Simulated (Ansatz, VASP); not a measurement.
GaAs in VASP and in Ansatz

```
Ga As
1.0
     0.00000    2.80169    2.80169
     2.80169    0.00000    2.80169
     2.80169    2.80169    0.00000
Ga As
1 1
Direct
  0.00000 0.00000 0.00000
  0.25000 0.25000 0.25000
```

Alike in both runs: functional LDA; k mesh 12 × 12 × 12; occupations gaussian, width 0.1 eV; no spin polarisation.

Ansatz relaxed the structure, and its values are those at the end. VASP's run is a single point on that final structure, the one shown.

|  | VASP | Ansatz |
| --- | --- | --- |
| version | VASP 6.6.1 | Ansatz 0.2.0 |
| potentials or method | VASP PAW LDA potentials, release 64 (Ga_d, As), cutoff 500 eV | scalar-relativistic, plane waves, PAW |
| valence electrons in the cell | 18 | 28 |

|  | VASP | Ansatz | Ansatz less VASP |
| --- | --- | --- | --- |
| gap on the k mesh at the Fermi level (eV) | 0.54 | 0.49 | -0.049 |
| least direct gap on the mesh (eV) | 0.54 | 0.49 | -0.049 |
| pressure (GPa) | 0.3 | 0.0 | -0.32 |

LDA's correlation is that of Perdew and Zunger in VASP and of Perdew and Wang (1992) in Ansatz. VASP's potentials hold 18 valence electrons a cell and Ansatz's 28, so a difference there can come from the potentials and not from the codes.
